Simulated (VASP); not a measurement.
# MoS2 (R-3m) in VASP: a series of runs

MoS2 is run at these levels: PBEsol; tasks: single point.

Program: VASP 6.6.1. These are calculated values, not measurements. Logs are shortened: lines on timing, memory, paths and dates and some standing lists are left out, and cuts for length are marked.

### 1 The cell of the first run

It takes space group R-3m (No. 166, trigonal). The conventional cell has a = 3.143 Å, b = 3.143 Å, c = 18.180 Å, α = 90.00°, β = 90.00°, γ = 120.00°. Within 3.2 Å of Mo (site symmetry -3m) lie 6 S at 2.36 Å and 6 Mo at 3.14 Å. Within 3.2 Å of S (site symmetry 3m) lie 3 Mo at 2.36 Å and 6 S at 3.14 Å.

### 2 Single point, PBEsol

INCAR reads:

```
SYSTEM = MoS2
PREC     = Accurate       ! precision mode
ENCUT    = 520            ! plane-wave cutoff, eV
EDIFF    = 1E-6           ! SCF threshold, eV
ISMEAR   = -1             ! smearing method
SIGMA    = 0.15           ! smearing width, eV
LREAL    = .FALSE.        ! projectors in reciprocal space
LASPH    = .TRUE.         ! aspherical terms in the spheres
NELM     = 80             ! most SCF steps
ALGO     = Normal         ! electronic algorithm
ISIF     = 2              ! what is computed and relaxed
LWAVE    = .FALSE.        ! write WAVECAR
LCHARG   = .FALSE.        ! write CHGCAR
GGA      = PS             ! functional
NBANDS   = 20             ! bands
```

KPOINTS reads:

```
regular mesh
0
G
  11 11 11
  0 0 0
```

POSCAR reads:

```
MoS2
1.0
    1.5712795030      0.9071787909      6.0601510231
   -1.5712795030      0.9071787909      6.0601510231
    0.0000000000     -1.8143575818      6.0601510231
Mo S
1 2
Direct
    0.0000000000      0.0000000000      0.0000000000
    0.7500000000      0.7500000000      0.7500000000
    0.2500000000      0.2500000000      0.2500000000
```

Potentials or basis: VASP PAW PBE potentials, release 64 (Mo_sv, S).

Command:

```
$ cat potpaw_PBE.64/Mo_sv/POTCAR potpaw_PBE.64/S/POTCAR > POTCAR
$ mpirun -np 1 vasp_std > vasp.out
```

OUTCAR:

```text
SYSTEM = MoS2
   PREC = Accurate
   ENCUT = 520
   EDIFF = 1E-6
   ISMEAR = -1
   LREAL = .FALSE.
   LASPH = .TRUE.
   NELM = 80
   ISIF = 2
   GGA = PS

 ion  position               nearest neighbor table
   1  0.000  0.000  0.000-   2 2.36   2 2.36   3 2.36   3 2.36   2 2.36   3 2.36
   2  0.750  0.750  0.750-   1 2.36   1 2.36   1 2.36
   3  0.250  0.250  0.250-   1 2.36   1 2.36   1 2.36

  LATTYP: Found a trigonal (rhomboedric) cell.
 ALAT       =     6.3259246801
 COS(alpha) =     0.8766074458

  Lattice vectors:

 A1 = (   1.5712795030,   0.9071787909,   6.0601510231)
 A2 = (  -1.5712795030,   0.9071787909,   6.0601510231)
 A3 = (   0.0000000000,  -1.8143575818,   6.0601510231)

Analysis of symmetry for initial positions (statically):
=====================================================================
 Subroutine PRICEL returns:
 Original cell was already a primitive cell.

 Routine SETGRP: Setting up the symmetry group for a
 trigonal (rhombohedral) supercell.

 Subroutine GETGRP returns: Found 12 space group operations
 (whereof 12 operations were pure point group operations)
 out of a pool of 12 trial point group operations.

The static configuration has the point symmetry D_3d.

Analysis of symmetry for dynamics (positions and initial velocities):
=====================================================================
 Subroutine PRICEL returns:
 Original cell was already a primitive cell.

 Routine SETGRP: Setting up the symmetry group for a
 trigonal (rhombohedral) supercell.

 Subroutine GETGRP returns: Found 12 space group operations
 (whereof 12 operations were pure point group operations)
 out of a pool of 12 trial point group operations.

The dynamic configuration has the point symmetry D_3d.

 Subroutine INISYM returns: Found 12 space group operations
 (whereof 12 operations are pure point group operations),
 and found     1 'primitive' translations

----------------------------------------------------------------------------------------

                                     Primitive cell

  volume of cell :      51.8300

  direct lattice vectors                    reciprocal lattice vectors
     1.571279503  0.907178791  6.060151023     0.318212004  0.183719757  0.055004130
    -1.571279503  0.907178791  6.060151023    -0.318212004  0.183719757  0.055004130
     0.000000000 -1.814357582  6.060151023     0.000000000 -0.367439513  0.055004130

  length of vectors
     6.325924680  6.325924680  6.325924743     0.371533690  0.371533690  0.371533646

  position of ions in fractional coordinates (direct lattice)
     0.000000000  0.000000000  0.000000000
     0.750000000  0.750000000  0.750000000
     0.250000000  0.250000000  0.250000000

  ion indices of the primitive-cell ions
   primitive index   ion index
                 1           1
                 2           2
                 3           3

----------------------------------------------------------------------------------------

 KPOINTS: regular mesh

Automatic generation of k-mesh.
 Grid dimensions read from file:
 generate k-points for:   11   11   11

 Generating k-lattice:

  Cartesian coordinates                     Fractional coordinates (reciprocal lattice)
     0.028928364  0.016701796  0.005000375     0.090909091 -0.000000000  0.000000000
    -0.028928364  0.016701796  0.005000375    -0.000000000  0.090909091  0.000000000
     0.000000000 -0.033403592  0.005000375     0.000000000  0.000000000  0.090909091

  Length of vectors
     0.033775790  0.033775790  0.033775786

  Shift w.r.t. Gamma in fractional coordinates (k-lattice)
     0.000000000  0.000000000  0.000000000

 Subroutine IBZKPT returns following result:
 ===========================================

 Found    146 irreducible k-points:

 Following reciprocal coordinates:
            Coordinates               Weight
  0.000000  0.000000  0.000000      1.000000
  0.090909  0.000000  0.000000      6.000000
  0.181818 -0.000000  0.000000      6.000000
  0.272727 -0.000000  0.000000      6.000000
  0.363636 -0.000000  0.000000      6.000000
  0.454545 -0.000000  0.000000      6.000000
[... 16 lines left out ...]
 -0.272727  0.181818  0.000000     12.000000
 -0.181818  0.181818  0.000000      6.000000
 [... further k-points ...]
   k-points           NKPTS =    146   k-points in BZ     NKDIM =    146   number of bands    NBANDS=     20
   number of dos      NEDOS =    301   number of ions     NIONS =      3
   total plane-waves  NPLWV = 110592
   dimension x,y,z NGX =    48 NGY =   48 NGZ =   48
   dimension x,y,z NGXF=    96 NGYF=   96 NGZF=   96
   ions per type =               1   2
   NGX,Y,Z   is equivalent  to a cutoff of  12.61, 12.61, 12.61 a.u.
   NGXF,Y,Z  is equivalent  to a cutoff of  25.23, 25.23, 25.23 a.u.
 SYSTEM =  MoS2
   PREC   = accura    normal or accurate (medium, high low for compatibility)
   ISTART =      0    job   : 0-new  1-cont  2-samecut
   ICHARG =      2    charge: 1-file 2-atom 10-const
   ISPIN  =      1    spin polarized calculation?
   LNONCOLLINEAR =      F non collinear calculations
   LSORBIT =      F    spin-orbit coupling
   LASPH  =      T    aspherical Exc in radial PAW
   ENCUT  =  520.0 eV  38.22 Ry    6.18 a.u.  11.76 11.76 11.76*2*pi/ulx,y,z
   NELM   =     80;   NELMIN=  2; NELMDL= -5     # of ELM steps
   EDIFF  = 0.1E-05   stopping-criterion for ELM
   LREAL  =      F    real-space projection
   EDIFFG = 0.1E-04   stopping-criterion for IOM
   NSW    =      0    number of steps for IOM
   IBRION =     -1    ionic relax: 0-MD 1-quasi-New 2-CG
   NFREE  =      0    steps in history (QN), initial steepest desc. (CG)
   ISIF   =      2    stress and relaxation
   ISYM   =      2    0-nonsym 1-usesym 2-fastsym
   POTIM  = 0.5000    time-step for ionic-motion
   TEBEG  =    0.0;   TEEND  =   0.0 temperature during run
   PSTRESS=    0.0 pullay stress
   NELECT =      26.0000    total number of electrons
   NUPDOWN=      -1.0000    fix difference up-down
   EMIN   =  10.00;   EMAX   =-10.00  energy-range for DOS
   EFERMI =   0.00;   METHOD = LEGACY
   ISMEAR =    -1;   SIGMA  =   0.15  broadening in eV -4-tet -1-fermi 0-gaus
   EFERMI_NEDOS =   21; number of points for ismear=-14 and -15
   IALGO  =     38    algorithm
   IMIX   =      4    mixing-type and parameters
     AMIX     =   0.40;   BMIX     =  1.00
     AMIX_MAG =   1.60;   BMIX_MAG =  1.00
  volume/ion in A,a.u.               =      17.28       116.59
  Fermi-wavevector in a.u.,A,eV,Ry     =   1.300785  2.458128 23.021633  1.692042
  Thomas-Fermi vector in A             =   2.431962
   LORBIT       =      0    0 simple, 1 ext, 2 COOP (PROOUT), +10 PAW based schemes
   GGA     = PS    functional components
   LHFCALC =     F    Hartree Fock is set to
   AEXX    =    0.0000 exact exchange contribution
   IVDW    =     0    specifies the selected vdW correction
   LEPSILON=     F    determine dielectric tensor
   LRPA    =     F    only Hartree local field effects (RPA)
 non-spin polarized calculation
  energy-cutoff  :      520.00
  volume of cell :       51.83
 maximum number of plane-waves:      1416
   NGX = 23   NGY = 23   NGZ = 23

 number of electron      26.0000000 magnetization

 Free energy of the ion-electron system (eV)
  ---------------------------------------------------
  ext. energy  EPLUGINS =         0.00000000
  ---------------------------------------------------
  free energy    TOTEN  =       -22.59093051 eV

  energy without entropy =      -22.50038062  energy(sigma->0) =      -22.54565556

 E-fermi :   8.0087     XC(G=0): -11.1388

 val. band max:        8.0015659230   @ k =  -0.3636   0.3636   0.0000
 cond. band min:       8.0190958931   @ k =   0.4545   0.4545   0.4545
 fundamental gap:      0.0175299702
 Fermi energy:         8.0086883639

 k-point     1 :       0.0000    0.0000    0.0000
  band No.  band energies     occupation
      1     -53.6072      2.00000
      2     -27.7569      2.00000
      3     -27.6243      2.00000
      4     -27.6243      2.00000
      5      -7.3117      2.00000
      6      -5.5617      2.00000
[... 12 lines left out ...]
     19      14.9478      0.00000
     20      17.6100      0.00000

 k-point     2 :       0.0909    0.0000    0.0000
  band No.  band energies     occupation
      1     -53.6035      2.00000
      2     -27.7496      2.00000
      3     -27.6606      2.00000
      4     -27.6325      2.00000
      5      -7.1682      2.00000
      6      -5.5411      2.00000
[... 12 lines left out ...]
     19      15.4197      0.00000
     20      17.1431      0.00000

 k-point     3 :       0.1818   -0.0000    0.0000
  band No.  band energies     occupation
      1     -53.5937      2.00000
      2     -27.7575      2.00000
      3     -27.7295      2.00000
      4     -27.6544      2.00000
      5      -6.7648      2.00000
      6      -5.4779      2.00000
[... 12 lines left out ...]
     19      16.0953      0.00000
     20      17.1983      0.00000

 k-point     4 :       0.2727   -0.0000    0.0000
  band No.  band energies     occupation
      1     -53.5807      2.00000
      2     -27.8816      2.00000
      3     -27.7038      2.00000
      4     -27.6829      2.00000
      5      -6.2034      2.00000
      6      -5.3490      2.00000
[... 12 lines left out ...]
     19      15.9787      0.00000
     20      17.2643      0.00000

 k-point     5 :       0.3636   -0.0000    0.0000
  band No.  band energies     occupation
      1     -53.5688      2.00000
      2     -27.9938      2.00000
      3     -27.7089      2.00000
      4     -27.6798      2.00000
      5      -5.7567      2.00000
      6      -5.0312      2.00000
[... 12 lines left out ...]
     19      15.4746      0.00000
     20      16.2999      0.00000
[... 353 lines left out ...]
      6      -4.6902      2.00000
[... 12 lines left out ...]
     19      15.8604      0.00000
     20      16.6632      0.00000

 k-point    22 :      -0.3636    0.1818    0.0000
  band No.  band energies     occupation
      1     -53.5584      2.00000
      2     -28.0187      2.00000
      3     -27.8056      2.00000
      4     -27.6591      2.00000
      5      -5.3075      2.00000
      6      -4.7265      2.00000
[... 12 lines left out ...]
     19      15.8563      0.00000
     20      16.8656      0.00000

 k-point    23 :      -0.2727    0.1818    0.0000
  band No.  band energies     occupation
      1     -53.5644      2.00000
      2     -27.9801      2.00000
      3     -27.7753      2.00000
      4     -27.6710      2.00000
      5      -5.4008      2.00000
      6      -5.1150      2.00000
[... 12 lines left out ...]
     19      16.0449      0.00000
     20      16.6450      0.00000

 k-point    24 :      -0.1818    0.1818    0.0000
  band No.  band energies     occupation
      1     -53.5744      2.00000
      2     -27.9116      2.00000
      3     -27.7277      2.00000
      4     -27.6905      2.00000
      5      -5.8687      2.00000
      6      -5.3214      2.00000
[... 12 lines left out ...]
     19      16.6102      0.00000
     20      16.6807      0.00000

 [... further k-points ...]

------------------------ aborting loop because EDIFF is reached ----------------------------------------

  FORCE on cell =-STRESS in cart. coord.  units (eV):
  Direction    XX          YY          ZZ          XY          YZ          ZX
  --------------------------------------------------------------------------------------
  -------------------------------------------------------------------------------------
  Total        1.8497322      1.8497328      3.6645542      0.0000000      0.0000000      0.0000000
  in kB       57.1792436     57.1792621    113.2793367      0.0000000      0.0000000      0.0000000
  external PRESSURE =      75.8792808 kB  Pullay stress =       0.0000000 kB

 VOLUME and BASIS-vectors are now :
 -----------------------------------------------------------------------------
  energy-cutoff  :      520.00
  volume of cell :       51.83
      direct lattice vectors                 reciprocal lattice vectors
     1.571279503  0.907178791  6.060151023     0.318212004  0.183719757  0.055004130
    -1.571279503  0.907178791  6.060151023    -0.318212004  0.183719757  0.055004130
     0.000000000 -1.814357582  6.060151023     0.000000000 -0.367439513  0.055004130

 POSITION                                       TOTAL-FORCE (eV/Angst)
 -----------------------------------------------------------------------------------
      0.00000      0.00000      0.00000         0.000000      0.000000      0.000000
      0.00000      0.00000     13.63534         0.000000      0.000000      1.268564
      0.00000      0.00000      4.54511         0.000000     -0.000000     -1.268564
 -----------------------------------------------------------------------------------
    total drift:                               -0.000000     -0.000000      0.000000

  FREE ENERGIE OF THE ION-ELECTRON SYSTEM (eV)
  ---------------------------------------------------
  free  energy   TOTEN  =       -22.5909305094 eV

  energy  without entropy=      -22.5003806151  energy(sigma->0) =      -22.54565556
```

Run time: 4.5 min. Hardware: 1 thread of AMD EPYC 9R45 (Zen 5), shared host; peak memory 0.37 GiB.

Results:

```yaml
Free_energy: -22.5909 eV
Pressure: 7.6 GPa
Largest_force: 1.269 eV/Å
Band_gap_on_the_k_mesh: zero (bands 13 and 14 overlap by 0.52 eV)
```

Forces in eV/Å, atoms in the order of the input:
```
Mo   0.000  0.000  0.000
S    0.000  0.000  1.269
S    0.000  0.000 -1.269
```

Stress tensor (GPa, compression positive):
```
 5.72  0.00  0.00
 0.00  5.72  0.00
 0.00  0.00 11.33
```

Caveat: the stress differs along the axes, from 6 to 11 GPa; the PAW data sets were made with another functional, which shifts forces and pressure a little.

### 3 Single point, PBEsol

This run uses another cell than the first one, of 17.75 Å³/atom.

INCAR reads:

```
ALGO = Normal
EDIFF = 1E-7
ENCUT = 520
GGA = PS
ISIF = 2
ISMEAR = -1
LASPH = T
LCHARG = F
LREAL = F
LWAVE = F
NBANDS = 20
NELM = 80
PREC = Accurate
SIGMA = 0.15
```

KPOINTS reads:

```
k-points
0
Gamma
  11 11 11
```

POSCAR reads:

```
MoS2
1.0
    1.5855000000      0.9153890000      6.1149970000
   -1.5855000000      0.9153890000      6.1149970000
    0.0000000000     -1.8307780000      6.1149970000
Mo S
1 2
Direct
    0.0000000000      0.0000000000      0.0000000000
    0.7500000000      0.7500000000      0.7500000000
    0.2500000000      0.2500000000      0.2500000000
```

Potentials or basis: VASP PAW PBE potentials, release 64 (Mo_sv, S).

Command:

```
$ cat potpaw_PBE.64/Mo_sv/POTCAR potpaw_PBE.64/S/POTCAR > POTCAR
$ mpirun -np 1 vasp_std > vasp.out
```

Run time: 5.1 min. Hardware: 1 thread of AMD EPYC 9R45 (Zen 5), shared host; peak memory 0.36 GiB.

It converged, with:

```yaml
Free_energy: -22.6384 eV
Pressure: 3.1 GPa
Largest_force: 0.764 eV/Å
Band_gap_on_the_k_mesh: zero (bands 13 and 14 overlap by 0.54 eV)
```

Forces in eV/Å, atoms in the order of the input:
```
Mo   0.000  0.000  0.000
S    0.000  0.000  0.764
S    0.000  0.000 -0.764
```

Stress tensor (GPa, compression positive):
```
1.48 0.00 0.00
0.00 1.48 0.00
0.00 0.00 6.32
```

Levels at points of the mesh, in eV from the Fermi level:
| k point | band 10 | band 11 | band 12 | band 13 | band 14 | band 15 | band 16 | band 17 |
| --- | --- | --- | --- | --- | --- | --- | --- | --- |
| (0.00, 0.00, 0.00) | -1.72 | -1.21 | -0.99 | -0.99 | -0.18 | -0.18 | 3.46 | 3.46 |

Caveat: the cell stands under pressure; the PAW data sets were made with another functional, which shifts forces and pressure a little.
